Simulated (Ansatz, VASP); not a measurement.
## Two plane-wave programs on ZrB2

INCAR

```
PREC = Accurate ; ENCUT = 520
EDIFF = 1E-6 ; ISMEAR = 0
SIGMA = 0.15 ; LREAL = False
LASPH = True ; NELM = 80
ALGO = Normal ; ISIF = 2
LWAVE = False ; LCHARG = False
NBANDS = 16
```

The input KPOINTS:

```
Automatic mesh
0
Gamma
  15 15 12
```

File POSCAR:

```
ZrB2
1.0
    3.0386000000      0.0000000000      0.0000000000
   -1.5193000000      2.6315047919      0.0000000000
    0.0000000000      0.0000000000      3.6052000000
Zr B
1 2
Direct
    0.0000000000      0.0000000000      0.0000000000
    0.3333333333      0.6666666667      0.5000000000
    0.6666666667      0.3333333333      0.5000000000
```

Input for Ansatz:

```yaml
crystal:
  lattice:
    - [3.0386, 0.0, 0.0]
    - [-1.5193, 2.6315047919, 0.0]
    - [0.0, 0.0, 3.6052]
  atoms:
    - { symbol: Zr, position: [0.0, 0.0, 0.0] }
    - { symbol: B, position: [0.3333333333, 0.6666666667, 0.5] }
    - { symbol: B, position: [0.6666666667, 0.3333333333, 0.5] }
basis:
  ecutwfc: 520.0
kpoints:
  mp_grid: { grid: [15, 15, 12] }
hamiltonian:
  xc: lda
  pseudopotentials: { kind: paw }
scf:
  occupations: { method: gaussian, width: 0.15 }
output:
  forces: true
  stress: true
  eigenvalues: true
```

Alike in both runs: task single point; functional LDA; k mesh 15 × 15 × 12; occupations gaussian, width 0.15 eV; no spin polarisation.

|  | VASP | Ansatz |
| --- | --- | --- |
| version | VASP 6.6.1 | Ansatz 0.2.0 |
| potentials or method | VASP PAW LDA potentials, release 64 (Zr_sv, B), cutoff 520 eV | scalar-relativistic, plane waves, PAW |
| valence electrons in the cell | 18 | 18 |

|  | VASP | Ansatz | Ansatz less VASP |
| --- | --- | --- | --- |
| gap on the k mesh at the Fermi level (eV) | none | none | - |
| pressure (GPa) | 9.5 | 8.9 | -0.57 |
| traceless stress, the component that is largest in VASP (GPa) | -16.24 | -16.29 | -0.046 |

LDA's correlation is that of Perdew and Zunger in VASP and of Perdew and Wang (1992) in Ansatz. A gap of «none» marks a metal or a gap that the smearing closes.
